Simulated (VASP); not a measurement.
Crystal: CoSn.

```xyz
6
Lattice="5.2460 0.0000 0.0000 -2.6230 4.5432 0.0000 0.0000 0.0000 4.1876" Properties=species:S:1:pos:R:3 pbc="T T T"
Co   -1.3115    2.2716    0.0000
Co    1.3115    2.2716    0.0000
Co    2.6230    0.0000    0.0000
Sn    2.6230    1.5144    2.0938
Sn    0.0000    3.0288    2.0938
Sn    0.0000    0.0000    0.0000
```

| Item | Value |
| --- | --- |
| Program | VASP 6.6.1 |
| Task | relaxation of cell and atoms |
| Functional | PBE |
| Potentials or basis | VASP PAW PBE potentials, release 64 (Co, Sn_d) |
| Cutoff | 600 eV |
| k mesh | 9 × 9 × 8 |
| Occupations | gaussian, width 0.1 eV |
| Spin | no spin polarisation |

At the start: pressure 3.9 GPa; volume 16.63 Å³/atom.

Task: Where does the relaxation end?

Result: Over 13 steps the energy falls by 5.7 meV/atom and the volume is 17.11 Å³/atom (+2.9 %); space group P6/mmm (No. 191, to 0.1 Å) before and after.

The path:
| step | energy change (eV) | largest force (eV/Å) | pressure (GPa) | volume (Å³) |
| --- | --- | --- | --- | --- |
| 1 | 0.0000 | 0.0000 | 3.91 | 99.81 |
| 2 | 0.0006 | 0.0000 | -3.67 | 105.78 |
| 3 | -0.0343 | 0.0000 | -0.07 | 102.74 |
| 4 | -0.0343 | 0.0000 | 0.04 | 102.68 |
| 5 | -0.0343 | 0.0000 | 0.00 | 102.68 |
| 6 | -0.0343 | 0.0000 | 0.03 | 102.69 |
| 7 | -0.0343 | 0.0000 | -0.11 | 102.69 |
| 8 | -0.0343 | 0.0000 | 0.08 | 102.69 |
| 9 | -0.0343 | 0.0000 | -0.03 | 102.69 |
| 10 | -0.0343 | 0.0000 | 0.02 | 102.69 |
| 11 | -0.0343 | 0.0000 | 0.01 | 102.69 |
| 12 | -0.0343 | 0.0000 | -0.03 | 102.69 |
| 13 | -0.0343 | 0.0000 | 0.01 | 102.69 |

Final structure:
```
CELL_PARAMETERS angstrom
5.29542 0.00000 0.00000
-2.64771 4.58597 0.00000
0.00000 0.00000 4.22848
ATOMIC_POSITIONS crystal
Co 0.00000 0.50000 0.00000
Co 0.50000 0.50000 0.00000
Co 0.50000 0.00000 0.00000
Sn 0.66667 0.33333 0.50000
Sn 0.33333 0.66667 0.50000
Sn 0.00000 0.00000 0.00000
```

Caveat: the run has no spin polarisation, though such a crystal can be magnetic.
